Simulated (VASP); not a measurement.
# BN (P6_3/mmc) in VASP: G0W0 quasiparticle levels with PBE

Aim: the G0W0 quasiparticle levels of BN with PBE.

All numbers are computed with VASP 6.6.1; they aren't measurements. Logs are shortened: lines on timing, memory, paths and dates and some standing lists are left out, and cuts for length are marked.

### 1 The cell of the first run

The structure is hexagonal, space group P6_3/mmc (No. 194). Conventional cell: a = 2.499 Å, b = 2.499 Å, c = 7.004 Å, α = 90.00°, β = 90.00°, γ = 120.00°. B (site symmetry -6m2) has 3 N at 1.44 Å within 1.9 Å. N (site symmetry -6m2) has 3 B at 1.44 Å within 1.9 Å.

### 2 G0W0 quasiparticle levels, PBE

File POSCAR:

```
BN
1.0
    2.4991928495      0.0000000000      0.0000000000
   -1.2495964247      2.1643644966      0.0000000000
    0.0000000000      0.0000000000      7.0040541075
B N
2 2
Direct
    0.6666666667      0.3333333333      0.7500000000
    0.3333333333      0.6666666667      0.2500000000
    0.0000000000      0.0000000000      0.7500000000
    0.0000000000      0.0000000000      0.2500000000
```

File INCAR.step1:

```
SYSTEM = BN
PREC = Accurate
ENCUT = 500
EDIFF = 1E-8
ISMEAR = 0
SIGMA = 0.01
LREAL = .FALSE.
LASPH = .TRUE.
NELM = 80
ALGO = Normal
LWAVE = .TRUE.
LCHARG = .FALSE.
GGA = PE
```

File INCAR.step2:

```
SYSTEM = BN
PREC = Accurate
ENCUT = 500
EDIFF = 1E-8
ISMEAR = 0
SIGMA = 0.01
LREAL = .FALSE.
LASPH = .TRUE.
NELM = 1
ALGO = Exact
LWAVE = .TRUE.
LCHARG = .FALSE.
GGA = PE
NBANDS = 523
LOPTICS = .TRUE.
ISTART = 1
```

File INCAR.step3:

```
SYSTEM = BN
PREC = Accurate
ENCUT = 500
EDIFF = 1E-8
ISMEAR = 0
SIGMA = 0.01
LREAL = .FALSE.
LASPH = .TRUE.
ALGO = EVGW0
LWAVE = .FALSE.
LCHARG = .FALSE.
GGA = PE
NELMGW = 1
NBANDS = 523
ENCUTGW = 200
NOMEGA = 48
PRECFOCK = Fast
ISTART = 1
NBANDSGW = 16
```

File KPOINTS:

```
Automatic mesh
0
G
  9 9 4
  0 0 0
```

Potentials or basis: VASP PAW PBE potentials, release 64 (B_GW, N_GW).

Launch:

```
$ cat potpaw_PBE.64/B_GW/POTCAR potpaw_PBE.64/N_GW/POTCAR > POTCAR
$ cp INCAR.step1 INCAR
$ mpirun -np 1 vasp_std > vasp.out
$ cp INCAR.step2 INCAR
$ mpirun -np 1 vasp_std > vasp.out
$ cp INCAR.step3 INCAR
$ mpirun -np 1 vasp_std > vasp.out
```

OUTCAR:

```text
SYSTEM = BN
   PREC = Accurate
   ENCUT = 500
   EDIFF = 1E-8
   ISMEAR = 0
   LREAL = .FALSE.
   LASPH = .TRUE.
   GGA = PE
   NELMGW = 1
   ENCUTGW = 200
   PRECFOCK = Fast
   ISTART = 1

 ion  position               nearest neighbor table
   1  0.667  0.333  0.750-   3 1.44   3 1.44   3 1.44
   2  0.333  0.667  0.250-   4 1.44   4 1.44   4 1.44
   3  0.000  0.000  0.750-   1 1.44   1 1.44   1 1.44
   4  0.000  0.000  0.250-   2 1.44   2 1.44   2 1.44

  LATTYP: Found a hexagonal cell.
 ALAT       =     2.4991928495
 C/A-ratio  =     2.8025264673

  Lattice vectors:

 A1 = (   2.4991928495,   0.0000000000,   0.0000000000)
 A2 = (  -1.2495964247,   2.1643644966,   0.0000000000)
 A3 = (   0.0000000000,   0.0000000000,   7.0040541075)

Analysis of symmetry for initial positions (statically):
=====================================================================
 Subroutine PRICEL returns:
 Original cell was already a primitive cell.

 Routine SETGRP: Setting up the symmetry group for a
 hexagonal supercell.

 Subroutine GETGRP returns: Found 24 space group operations
 (whereof 12 operations were pure point group operations)
 out of a pool of 24 trial point group operations.

The static configuration has the point symmetry D_3d.
 The point group associated with its full space group is D_6h.

Analysis of symmetry for dynamics (positions and initial velocities):
=====================================================================
 Subroutine PRICEL returns:
 Original cell was already a primitive cell.

 Routine SETGRP: Setting up the symmetry group for a
 hexagonal supercell.

 Subroutine GETGRP returns: Found 24 space group operations
 (whereof 12 operations were pure point group operations)
 out of a pool of 24 trial point group operations.

The dynamic configuration has the point symmetry D_3d.
 The point group associated with its full space group is D_6h.

 Subroutine INISYM returns: Found 24 space group operations
 (whereof 12 operations are pure point group operations),
 and found     1 'primitive' translations

----------------------------------------------------------------------------------------

                                     Primitive cell
[... 55 lines left out ...]
  0.333333 -0.000000  0.000000      6.000000
  0.444444  0.000000  0.000000      6.000000
  0.111111  0.111111  0.000000      6.000000
[... 16 lines left out ...]
  0.333333  0.222222  0.250000     24.000000
  0.333333  0.333333  0.250000      4.000000
 [... further k-points ...]
   k-points           NKPTS =     36   k-points in BZ     NKDIM =    324   number of bands    NBANDS=    523
   number of dos      NEDOS =    301   number of ions     NIONS =      4
   total plane-waves  NPLWV =  17496
   dimension x,y,z NGX =    18 NGY =   18 NGZ =   54
   dimension x,y,z NGXF=    36 NGYF=   36 NGZF=  108
   ions per type =               2   2
   NGX,Y,Z   is equivalent  to a cutoff of  11.97, 11.97, 12.82 a.u.
   NGXF,Y,Z  is equivalent  to a cutoff of  23.95, 23.95, 25.63 a.u.
 SYSTEM =  BN
   PREC   = accura    normal or accurate (medium, high low for compatibility)
   ISTART =      1    job   : 0-new  1-cont  2-samecut
   ICHARG =      0    charge: 1-file 2-atom 10-const
   ISPIN  =      1    spin polarized calculation?
   LNONCOLLINEAR =      F non collinear calculations
   LSORBIT =      F    spin-orbit coupling
   LASPH  =      T    aspherical Exc in radial PAW
   ENCUT  =  500.0 eV  36.75 Ry    6.06 a.u.   4.56  4.56 12.77*2*pi/ulx,y,z
   NELM   =     60;   NELMIN=  2; NELMDL=  0     # of ELM steps
   EDIFF  = 0.1E-07   stopping-criterion for ELM
   LREAL  =      F    real-space projection
   EDIFFG = 0.1E-06   stopping-criterion for IOM
   NSW    =      0    number of steps for IOM
   IBRION =     -1    ionic relax: 0-MD 1-quasi-New 2-CG
   NFREE  =      0    steps in history (QN), initial steepest desc. (CG)
   ISIF   =      0    stress and relaxation
   ISYM   =      3    0-nonsym 1-usesym 2-fastsym
   POTIM  = 0.5000    time-step for ionic-motion
   TEBEG  =    0.0;   TEEND  =   0.0 temperature during run
   PSTRESS=    0.0 pullay stress
   NELECT =      16.0000    total number of electrons
   NUPDOWN=      -1.0000    fix difference up-down
   EMIN   =  10.00;   EMAX   =-10.00  energy-range for DOS
   EFERMI =   0.00;   METHOD = LEGACY
   ISMEAR =     0;   SIGMA  =   0.01  broadening in eV -4-tet -1-fermi 0-gaus
   EFERMI_NEDOS =   21; number of points for ismear=-14 and -15
   IALGO  =     38    algorithm
   IMIX   =      4    mixing-type and parameters
     AMIX     =   0.40;   BMIX     =  1.00
     AMIX_MAG =   1.60;   BMIX_MAG =  1.00
  volume/ion in A,a.u.               =       9.47        63.92
  Fermi-wavevector in a.u.,A,eV,Ry     =   1.228254  2.321064 20.525864  1.508608
  Thomas-Fermi vector in A             =   2.363187
   LORBIT       =      0    0 simple, 1 ext, 2 COOP (PROOUT), +10 PAW based schemes
   GGA     = PE    functional components
   LHFCALC =     T    Hartree Fock is set to
   PRECFOCK=fast      Normal, Fast or Accurate (Low or Medium for compatibility)
   ENCUT4O =  -1.0   cutoff for four orbital integrals eV
   NKREDX  =     1    reduce k-point grid by
   NKREDY  =     1    reduce k-point grid by
   NKREDZ  =     1    reduce k-point grid by
   AEXX    =    1.0000 exact exchange contribution
   HFSCREEN=    0.0000 screening length (either q_TF or 0.3 A-1)
   HFSCREENC=   0.0000 screening length for correlation (either q_TF or 0.3 A-1)
   ENCUTFOCK=  -1.0 apply spherical cutoff to Coloumb kernel
   IVDW    =     0    specifies the selected vdW correction
   LEPSILON=     F    determine dielectric tensor
   LRPA    =     F    only Hartree local field effects (RPA)
   LRPAFORCE           =     F    calculate RPA forces
   ENCUTGW             = 200.0    cutoff for response function in eV
   ENCUTGWSOFT         = 160.0    soft cutoff for Coulomb kernel in GW response function in eV
   ENCUTLF             =  -1.0    cutoff for local field effects
   NELMGW              =     1    number of iterations in solving QP/BSE equation
   NELMHF              =     1    number of iterations in the inner HF iteration
   NKREDLFX            =     1    NKREDLFY  =   1   NKREDLFZ  =   1
 non-spin polarized calculation
 Gauss-broadening in eV      SIGMA  =   0.01
  energy-cutoff  :      500.00
  volume of cell :       37.89
 maximum number of plane-waves:       991
 NGX is ok and might be reduce to    18
  NGX = 12; NGY = 12; NGZ = 36
   NGX =  9   NGY =  9   NGZ = 25
 maximum number of plane-waves:       254

 QP shifts <psi_nk| G(iteration)W_0 |psi_nk>: iteration 1
 for sc-GW calculations column KS-energies equals QP-energies in previous step
 and V_xc(KS)=  KS-energies - (<T + V_ion + V_H > + <T+V_H+V_ion>^1  + <V_x>^1)

 k-point   1 :       0.0000    0.0000    0.0000
  band No.  KS-energies  QP-energies   sigma(KS)   V_xc(KS)     V^pw_x(r,r')   Z            occupation Imag(sigma)

      1     -15.8663     -17.9322     -18.8732     -15.9974     -26.6663       0.7184       2.0000       1.3154
      2     -15.6733     -17.7231     -19.0999     -16.2410     -26.8608       0.7170       2.0000       1.2683
      3      -4.1012      -5.5876     -14.4280     -12.3784     -18.1960       0.7252       2.0000       0.3663
      4      -2.4826      -3.8502     -16.0347     -14.1768     -19.3790       0.7361       2.0000       0.2322
      5       0.5987      -0.7923     -19.9342     -18.1858     -22.6172       0.7956       2.0000       0.1172
      6       0.5987      -0.7923     -19.9342     -18.1858     -22.6172       0.7956       2.0000       0.1172
[... 456 lines left out ...]
      3      -6.0140      -7.6170     -17.7787     -15.6023     -22.0183       0.7366       2.0000       0.2998
      4      -6.0140      -7.6170     -17.7787     -15.6023     -22.0183       0.7366       2.0000       0.2998
      5      -5.2392      -7.0678     -18.3849     -15.9196     -22.5488       0.7418       2.0000       0.2389
      6      -5.2392      -7.0678     -18.3849     -15.9196     -22.5488       0.7418       2.0000       0.2389
[... 8 lines left out ...]
     15      17.5845      18.0101      -7.3043      -7.8171      -2.7318       0.8299       0.0000      -0.2437
     16      18.6137      19.6908     -12.0491     -13.4216      -6.0568       0.7848       0.0000      -0.3940

 [... further k-points ...]
```

OUTCAR.step1:

```text
SYSTEM = BN
   PREC = Accurate
   ENCUT = 500
   EDIFF = 1E-8
   ISMEAR = 0
   LREAL = .FALSE.
   LASPH = .TRUE.
   NELM = 80
[... 590 lines left out ...]
     -0.00000      1.44291      1.75101        -0.000000      0.000000      0.000000
      0.00000      0.00000      5.25304        -0.000000     -0.000000      0.000000
      0.00000      0.00000      1.75101        -0.000000      0.000000      0.000000
 -----------------------------------------------------------------------------------
    total drift:                               -0.000000      0.000000      0.000000

  FREE ENERGIE OF THE ION-ELECTRON SYSTEM (eV)
  ---------------------------------------------------
  free  energy   TOTEN  =       -35.1831713723 eV

  energy  without entropy=      -35.1831713723  energy(sigma->0) =      -35.18317137
```

OUTCAR.step2:

```text
SYSTEM = BN
   PREC = Accurate
   ENCUT = 500
   EDIFF = 1E-8
[... 1121 lines left out ...]
  --------------------------------------------------------------------------------------------------------------
     0.00000     4.66202     4.66202     2.70662     0.00000     0.00000    -0.00000
     4.09385     7.45811     7.45811     2.92796     0.00000    -0.00000     0.00000
     8.18770     0.05810     0.05810     4.18940    -0.00000    -0.00000    -0.00000
    12.28155     4.59053     4.59053     1.43904     0.00000    -0.00000    -0.00000
    16.37539    -1.83715    -1.83715    -0.37694    -0.00000     0.00000     0.00000
    20.46924    -0.42564    -0.42564     0.71079    -0.00000    -0.00000    -0.00000
[... 92 lines left out ...]
   401.19716     0.99629     0.99629     0.99635    -0.00000    -0.00000     0.00000
   405.29101     0.99636     0.99636     0.99642    -0.00000    -0.00000     0.00000
```

Wall time 1.6 h (1 thread of Intel Xeon 6975P-C (Granite Rapids), shared host); peak memory 4.4 GiB.

Results:

* Quasiparticle gap: 5.27 eV
* Least direct quasiparticle gap: 5.97 eV
* Band gap of the starting levels on the mesh: 3.67 eV
* Least direct gap of the starting levels on the mesh: 4.23 eV

Caveat: bands, screening cutoff and mesh are small and nothing is extrapolated, so the quasiparticle values aren't converged.
